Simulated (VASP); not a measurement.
## BN: single point with PBEsol

BN:

```
B N
1.0
     2.58074    0.00000    0.00000
    -1.29037    2.23499    0.00000
     0.00000    0.00000    6.32827
B N
2 2
Direct
  0.00000 0.00000 0.50000
  0.33333 0.66667 0.00000
  0.00000 0.00000 0.00000
  0.66667 0.33333 0.50000
```

This cell differs from its parent crystal: ratio of the length along z to the lengths across it x 0.92, volume and fractional coordinates fixed.

```
Program             : VASP 6.6.1
Task                : single point
Functional          : PBEsol
Potentials or basis : VASP PAW PBE potentials, release 64 (B, N)
Cutoff              : 520 eV
k mesh              : 12 × 12 × 4
Occupations         : gaussian, width 0.05 eV
Spin                : no spin polarisation
```

| Property | Result |
| --- | --- |
| Pressure | -19.0 GPa |
| Band gap on the k mesh | 4.02 eV, indirect (least direct gap 4.07 eV) |

Stress tensor (GPa, compression positive):
```
-29.43   0.00   0.00
  0.00 -29.43   0.00
  0.00   0.00   1.93
```

Levels at points of the mesh, in eV from the valence-band top:
| k point | band 6 | band 7 | band 8 | band 9 | band 10 | band 11 |
| --- | --- | --- | --- | --- | --- | --- |
| (0.00, 0.00, 0.00) | -1.56 | -1.38 | -1.38 | 5.19 | 10.09 | 10.64 |
| (0.50, 0.00, 0.00) | -3.95 | -1.45 | -0.62 | 4.06 | 5.41 | 8.56 |
| (0.00, 0.00, 0.50) | -1.56 | -1.38 | -1.38 | 7.63 | 7.70 | 10.66 |
| (0.50, 0.00, 0.50) | -3.97 | -1.02 | -0.85 | 4.27 | 4.39 | 8.80 |

Run time: 15 s on 1 thread of Intel(R) Xeon(R) 6975P-C (Granite Rapids), on a shared host, peak memory 0.15 GiB.

Caveat: the PAW data sets were made with another functional, which shifts forces and pressure a little; this functional lacks dispersion, which binds the layers, so the pressure and a relaxed spacing across them are unreliable. A k mesh can miss the band edges.
